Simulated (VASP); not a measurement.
# O (Fmmm) in VASP: single point with PBE

Aim: the single point of O with PBE.

All numbers are computed with VASP 6.6.1; they aren't measurements. Logs are shortened: lines on timing, memory, paths and dates and some standing lists are left out, and cuts for length are marked.

### Step 1. The cell of the first run

Symmetry: Fmmm, No. 69, orthorhombic system. The conventional cell has a = 2.957 Å, b = 4.215 Å, c = 6.690 Å, α = 90.00°, β = 90.00°, γ = 90.00°. O (site symmetry mm2) has 1 O at 1.17 Å within 1.6 Å.

### Step 2. Single point, PBE

Input file INCAR:

```
SYSTEM = O
ALGO = Normal
EDIFF = 1E-6
ENCUT = 520
GGA = PE
ISIF = 2
ISMEAR = -1
LASPH = .True.
LCHARG = .False.
LREAL = .False.
LWAVE = .False.
NBANDS = 13
NELM = 100
PREC = Accurate
SIGMA = 0.01
```

Input file KPOINTS:

```
k-points
0
Gamma
  12 12 12
  0 0 0
```

Input file POSCAR:

```
O
1.0
    0.0000000000      2.1075500000      3.3448500000
    1.4783500000      0.0000000000      3.3448500000
    1.4783500000      2.1075500000      0.0000000000
O
2
Direct
    0.0871000000      0.0871000000      0.9129000000
    0.9129000000      0.9129000000      0.0871000000
```

Potentials or basis: VASP PAW PBE potentials, release 64 (O).

Launch:

```sh
$ cat potpaw_PBE.64/O/POTCAR > POTCAR
$ mpirun -np 1 vasp_std > vasp.out
```

OUTCAR:

```text
SYSTEM = O
   EDIFF = 1E-6
   ENCUT = 520
   GGA = PE
   ISIF = 2
   ISMEAR = -1
   LASPH = .True.
   LREAL = .False.
   NELM = 100
   PREC = Accurate

 ion  position               nearest neighbor table
   1  0.087  0.087  0.913-   2 1.17
   2  0.913  0.913  0.087-   1 1.17

  LATTYP: Found a face centered orthorhombic cell.
 ALAT       =     2.9567000000
 B/A-ratio  =     1.4256096324
 C/A-ratio  =     2.2625562282

  Lattice vectors:

 A1 = (   0.0000000000,   2.1075500000,   3.3448500000)
 A2 = (   1.4783500000,   0.0000000000,   3.3448500000)
 A3 = (   1.4783500000,   2.1075500000,   0.0000000000)

Analysis of symmetry for initial positions (statically):
=====================================================================
 Subroutine PRICEL returns:
 Original cell was already a primitive cell.

 Routine SETGRP: Setting up the symmetry group for a
 face centered orthorhombic supercell.

 Subroutine GETGRP returns: Found  8 space group operations
 (whereof  8 operations were pure point group operations)
 out of a pool of  8 trial point group operations.

The static configuration has the point symmetry D_2h.

Analysis of symmetry for dynamics (positions and initial velocities):
=====================================================================
 Subroutine PRICEL returns:
 Original cell was already a primitive cell.

 Routine SETGRP: Setting up the symmetry group for a
 face centered orthorhombic supercell.

 Subroutine GETGRP returns: Found  8 space group operations
 (whereof  8 operations were pure point group operations)
 out of a pool of  8 trial point group operations.

The dynamic configuration has the point symmetry D_2h.

 Subroutine INISYM returns: Found  8 space group operations
 (whereof  8 operations are pure point group operations),
 and found     1 'primitive' translations

----------------------------------------------------------------------------------------

                                     Primitive cell

  volume of cell :      20.8431

  direct lattice vectors                    reciprocal lattice vectors
     0.000000000  2.107550000  3.344850000    -0.338214902  0.237242296  0.149483534
     1.478350000  0.000000000  3.344850000     0.338214902 -0.237242296  0.149483534
     1.478350000  2.107550000  0.000000000     0.338214902  0.237242296 -0.149483534

  length of vectors
     3.953452735  3.656985131  2.574351515     0.439338769  0.439338769  0.439338769

  position of ions in fractional coordinates (direct lattice)
     0.087100000  0.087100000  0.912900000
     0.912900000  0.912900000  0.087100000

  ion indices of the primitive-cell ions
   primitive index   ion index
                 1           1
                 2           2

----------------------------------------------------------------------------------------

 KPOINTS: k-points

Automatic generation of k-mesh.
 Grid dimensions read from file:
 generate k-points for:   12   12   12

 Generating k-lattice:

  Cartesian coordinates                     Fractional coordinates (reciprocal lattice)
    -0.028184575  0.019770191  0.012456961     0.083333333  0.000000000  0.000000000
     0.028184575 -0.019770191  0.012456961     0.000000000  0.083333333  0.000000000
     0.028184575  0.019770191 -0.012456961    -0.000000000 -0.000000000  0.083333333

  Length of vectors
     0.036611564  0.036611564  0.036611564

  Shift w.r.t. Gamma in fractional coordinates (k-lattice)
     0.000000000  0.000000000  0.000000000

 Subroutine IBZKPT returns following result:
 ===========================================

 Found    280 irreducible k-points:

 Following reciprocal coordinates:
            Coordinates               Weight
  0.000000  0.000000  0.000000      1.000000
  0.083333 -0.000000 -0.000000      8.000000
  0.166667  0.000000  0.000000      8.000000
  0.250000  0.000000  0.000000      8.000000
  0.333333 -0.000000  0.000000      8.000000
  0.416667  0.000000  0.000000      8.000000
[... 16 lines left out ...]
  0.500000  0.166667  0.000000      8.000000
 -0.416667  0.166667  0.000000      8.000000
 [... further k-points ...]
   k-points           NKPTS =    280   k-points in BZ     NKDIM =    280   number of bands    NBANDS=     13
   number of dos      NEDOS =    301   number of ions     NIONS =      2
   total plane-waves  NPLWV =  16800
   dimension x,y,z NGX =    30 NGY =   28 NGZ =   20
   dimension x,y,z NGXF=    60 NGYF=   56 NGZF=   40
   ions per type =               2
   NGX,Y,Z   is equivalent  to a cutoff of  12.62, 12.73, 12.92 a.u.
   NGXF,Y,Z  is equivalent  to a cutoff of  25.23, 25.46, 25.83 a.u.
 SYSTEM =  O
   PREC   = accura    normal or accurate (medium, high low for compatibility)
   ISTART =      0    job   : 0-new  1-cont  2-samecut
   ICHARG =      2    charge: 1-file 2-atom 10-const
   ISPIN  =      1    spin polarized calculation?
   LNONCOLLINEAR =      F non collinear calculations
   LSORBIT =      F    spin-orbit coupling
   LASPH  =      T    aspherical Exc in radial PAW
   ENCUT  =  520.0 eV  38.22 Ry    6.18 a.u.   7.35  6.80  4.79*2*pi/ulx,y,z
   NELM   =    100;   NELMIN=  2; NELMDL= -5     # of ELM steps
   EDIFF  = 0.1E-05   stopping-criterion for ELM
   LREAL  =      F    real-space projection
   EDIFFG = 0.1E-04   stopping-criterion for IOM
   NSW    =      0    number of steps for IOM
   IBRION =     -1    ionic relax: 0-MD 1-quasi-New 2-CG
   NFREE  =      0    steps in history (QN), initial steepest desc. (CG)
   ISIF   =      2    stress and relaxation
   ISYM   =      2    0-nonsym 1-usesym 2-fastsym
   POTIM  = 0.5000    time-step for ionic-motion
   TEBEG  =    0.0;   TEEND  =   0.0 temperature during run
   PSTRESS=    0.0 pullay stress
   NELECT =      12.0000    total number of electrons
   NUPDOWN=      -1.0000    fix difference up-down
   EMIN   =  10.00;   EMAX   =-10.00  energy-range for DOS
   EFERMI =   0.00;   METHOD = LEGACY
   ISMEAR =    -1;   SIGMA  =   0.01  broadening in eV -4-tet -1-fermi 0-gaus
   EFERMI_NEDOS =   21; number of points for ismear=-14 and -15
   IALGO  =     38    algorithm
   IMIX   =      4    mixing-type and parameters
     AMIX     =   0.40;   BMIX     =  1.00
     AMIX_MAG =   1.60;   BMIX_MAG =  1.00
  volume/ion in A,a.u.               =      10.42        70.33
  Fermi-wavevector in a.u.,A,eV,Ry     =   1.361909  2.573634 25.236021  1.854795
  Thomas-Fermi vector in A             =   2.488444
   LORBIT       =      0    0 simple, 1 ext, 2 COOP (PROOUT), +10 PAW based schemes
   GGA     = PE    functional components
[... 5 lines left out ...]
 non-spin polarized calculation
  energy-cutoff  :      520.00
  volume of cell :       20.84
 maximum number of plane-waves:       582
 NGX is ok and might be reduce to    30
   NGX = 15   NGY = 13   NGZ =  9

 number of electron      12.0000001 magnetization

 Free energy of the ion-electron system (eV)
  ---------------------------------------------------
  ext. energy  EPLUGINS =         0.00000000
  ---------------------------------------------------
  free energy    TOTEN  =        -9.31212704 eV

  energy without entropy =       -9.31165329  energy(sigma->0) =       -9.31189016

 E-fermi :   1.4450     XC(G=0):  -9.9069

 val. band max:        1.4432828973   @ k =   0.3333   0.5000   0.1667
 cond. band min:       1.4480171359   @ k =  -0.2500   0.2500   0.4167
 fundamental gap:      0.0047342385
 Fermi energy:         1.4450404817

 k-point     1 :       0.0000    0.0000    0.0000
  band No.  band energies     occupation
      1     -27.4034      2.00000
      2     -12.5530      2.00000
      3      -8.2024      2.00000
      4      -5.1783      2.00000
      5      -4.8604      2.00000
      6       2.0333      0.00000
      7       2.5970      0.00000
      8      10.8530      0.00000
      9      13.6193      0.00000
     10      16.9016      0.00000
     11      21.2624      0.00000
     12      22.2348      0.00000
     13      26.5837      0.00000

 k-point     2 :       0.0833   -0.0000   -0.0000
  band No.  band energies     occupation
      1     -27.3700      2.00000
      2     -12.5585      2.00000
      3      -8.1293      2.00000
      4      -5.2823      2.00000
      5      -4.9355      2.00000
      6       1.9352      0.00000
      7       2.5236      0.00000
      8      11.0827      0.00000
      9      13.6314      0.00000
     10      16.8416      0.00000
     11      21.5956      0.00000
     12      21.8552      0.00000
     13      25.8163      0.00000

 k-point     3 :       0.1667    0.0000    0.0000
  band No.  band energies     occupation
      1     -27.2775      2.00000
      2     -12.5663      2.00000
      3      -7.9526      2.00000
      4      -5.6373      2.00000
      5      -5.0327      2.00000
      6       1.5878      0.00000
      7       2.4209      0.00000
      8      11.6404      0.00000
      9      13.6804      0.00000
     10      16.8322      0.00000
     11      20.7033      0.00000
     12      22.3539      0.00000
     13      24.4796      0.00000
[... 305 lines left out ...]
 k-point    23 :       0.5000    0.1667    0.0000
  band No.  band energies     occupation
      1     -26.9907      2.00000
      2     -12.9363      2.00000
      3      -7.4809      2.00000
      4      -6.1140      2.00000
      5      -5.1875      2.00000
      6       0.6698      2.00000
      7       2.4250      0.00000
      8      11.5703      0.00000
      9      14.5895      0.00000
     10      17.1577      0.00000
     11      17.5106      0.00000
     12      22.3917      0.00000
     13      26.9601      0.00000

 k-point    24 :      -0.4167    0.1667    0.0000
  band No.  band energies     occupation
      1     -26.9035      2.00000
      2     -12.7092      2.00000
      3      -7.9205      2.00000
      4      -6.1317      2.00000
      5      -5.2137      2.00000
      6       0.2111      2.00000
      7       2.3882      0.00000
      8      12.0028      0.00000
      9      15.3533      0.00000
     10      16.3720      0.00000
     11      18.0744      0.00000
     12      21.3932      0.00000
     13      26.3973      0.00000

 [... further k-points ...]
[... 5 lines left out ...]
  --------------------------------------------------------------------------------------
  -------------------------------------------------------------------------------------
  Total       -0.1663554     -0.7940317      8.0514018      0.0000000      0.0000000      0.0000000
  in kB      -12.7875018    -61.0360767    618.8997254      0.0000000      0.0000000      0.0000000
  external PRESSURE =     181.6920490 kB  Pullay stress =       0.0000000 kB

 VOLUME and BASIS-vectors are now :
 -----------------------------------------------------------------------------
  energy-cutoff  :      520.00
  volume of cell :       20.84
      direct lattice vectors                 reciprocal lattice vectors
     0.000000000  2.107550000  3.344850000    -0.338214902  0.237242296  0.149483534
     1.478350000  0.000000000  3.344850000     0.338214902 -0.237242296  0.149483534
     1.478350000  2.107550000  0.000000000     0.338214902  0.237242296 -0.149483534

 POSITION                                       TOTAL-FORCE (eV/Angst)
 -----------------------------------------------------------------------------------
      1.47835      2.10755      0.58267         0.000000      0.000000      5.745159
      1.47835      2.10755      6.10703         0.000000      0.000000     -5.745159
 -----------------------------------------------------------------------------------
    total drift:                                0.000000      0.000000      0.000000

  FREE ENERGIE OF THE ION-ELECTRON SYSTEM (eV)
  ---------------------------------------------------
  free  energy   TOTEN  =        -9.3121270351 eV

  energy  without entropy=       -9.3116532873  energy(sigma->0) =       -9.31189016
```

Wall time 2.2 min (1 thread of Intel Xeon 8259CL, shared host); peak memory 0.18 GiB.

What came out:

- Free energy: -9.3121 eV
- Pressure: 18.2 GPa
- Largest force: 5.745 eV/Å
- Band gap on the k mesh: zero (bands 6 and 7 overlap by 1.76 eV)

Forces on the atoms (eV/Å):
```
O    0.000  0.000  5.745
O    0.000  0.000 -5.745
```

Caveat: the standard files for N, O and F lose accuracy on very short bonds; spin is off for a triplet molecule; the stress differs along the axes, from -6 to 62 GPa; this functional lacks dispersion, which holds the molecules together, so the pressure and a relaxed volume are unreliable; forces of over 1 eV/Å act on the atoms, so gaps and moduli don't describe the material at rest.
